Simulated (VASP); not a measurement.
A run of VASP 6.6.1 is set up as follows.

INCAR

```
SYSTEM = PbSe
PREC = Accurate ; ENCUT = 520
EDIFF = 1E-6 ; ISMEAR = 0
SIGMA = 0.05 ; LREAL = .False.
LASPH = .True. ; NELM = 150
ALGO = Normal ; ISIF = 2
LWAVE = .False. ; LCHARG = .False.
MAGMOM = 0 0 0 0 0 0 ; LORBIT = 11
LSORBIT = .True. ; GGA_COMPAT = .False.
LORBMOM = .True. ; GGA = PE
NBANDS = 32
```

KPOINTS

```
regular mesh
0
Gamma
  10 10 10
  0 0 0
```

Contents of POSCAR:

```
PbSe
1.0
    0.0000000000      3.1448229587      3.1448229587
    3.1448229587      0.0000000000      3.1448229587
    3.1448229587      3.1448229587      0.0000000000
Pb Se
1 1
Direct
    0.5000000000      0.5000000000      0.5000000000
    0.0000000000      0.0000000000      0.0000000000
```

Potentials or basis: VASP PAW PBE potentials, release 64 (Pb_d, Se).

Run with:

```bash
$ cat potpaw_PBE.64/Pb_d/POTCAR potpaw_PBE.64/Se/POTCAR > POTCAR
$ mpirun -np 1 vasp_ncl > vasp.out
```

What does it give for the net moment?

0.00 μB per cell.

Estimate the pressure.

-1.6 GPa.

Moments on the atoms (μB; x, y, z):
```
Pb  0.00 0.00 0.00
Se  0.00 0.00 0.00
```
